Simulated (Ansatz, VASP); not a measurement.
**One calculation of Sc2Ta, two programs**

File INCAR:

```
SYSTEM = Sc2Ta
PREC = Accurate
ENCUT = 520
EDIFF = 1E-7
ISMEAR = 0
SIGMA = 0.2
LREAL = .FALSE.
LASPH = .TRUE.
NELM = 100
ALGO = Fast
ISIF = 2
LWAVE = .FALSE.
LCHARG = .FALSE.
GGA = PE
NBANDS = 42
```

KPOINTS

```
Automatic mesh
0
G
  8 4 4
  0 0 0
```

POSCAR

```
Sc2Ta
1.0
    0.0000000000      0.0000000000     -2.9518608766
    2.4778877222     -4.2918274302      0.0000000000
   -7.4336631664     -4.2918274302      0.0000000000
Sc Ta
4 2
Direct
    0.5000000000      0.5000000000      0.8333333333
    0.5000000000      0.0000000000      0.3333333333
    0.5000000000      0.0000000000      0.6666666667
    0.5000000000      0.5000000000      0.1666666667
    0.0000000000      0.5000000000      0.5000000000
    0.0000000000      0.0000000000      0.0000000000
```

Input for Ansatz:

```yaml
crystal:
  lattice:
    - [0.0, 0.0, -2.9518608766]
    - [2.4778877222, -4.2918274302, 0.0]
    - [-7.4336631664, -4.2918274302, 0.0]
  atoms:
    - { symbol: Sc, position: [0.5, 0.5, 0.8333333333] }
    - { symbol: Sc, position: [0.5, 0.0, 0.3333333333] }
    - { symbol: Sc, position: [0.5, 0.0, 0.6666666667] }
    - { symbol: Sc, position: [0.5, 0.5, 0.1666666667] }
    - { symbol: Ta, position: [0.0, 0.5, 0.5] }
    - { symbol: Ta, position: [0.0, 0.0, 0.0] }
basis:
  ecutwfc: 420
kpoints:
  mp_grid: { grid: [8, 4, 4] }
hamiltonian:
  xc: pbe
scf:
  occupations: { method: gaussian, width: 0.2 }
  lower_state_search: "off"
output:
  forces: true
  stress: true
  eigenvalues: true
```

Alike in both runs: task single point; functional PBE; k mesh 8 × 4 × 4; occupations gaussian, width 0.2 eV; no spin polarisation.

```csv
,VASP,Ansatz
version,VASP 6.6.1,Ansatz 0.2.0
potentials or method,"VASP PAW PBE potentials, release 64 (Sc_sv, Ta_pv), cutoff 520 eV","scalar-relativistic, plane waves, PAW"
valence electrons in the cell,66,70
```

```tsv
	VASP	Ansatz	Ansatz less VASP
gap on the k mesh at the Fermi level (eV)	none	none	-
pressure (GPa)	0.2	0.1	-0.08
traceless stress, the component that is largest in VASP (GPa)	-0.28	-0.26	+0.018
rms of the force components (eV/Å)	0.006	0.006	+0.0001
```

Atom by atom the forces differ by 0.000 eV/Å (rms over components). A gap of «none» marks a metal or a gap that the smearing closes. VASP's potentials hold 66 valence electrons a cell and Ansatz's 70, so a difference there can come from the potentials and not from the codes.

Neither program's run includes spin-orbit coupling.
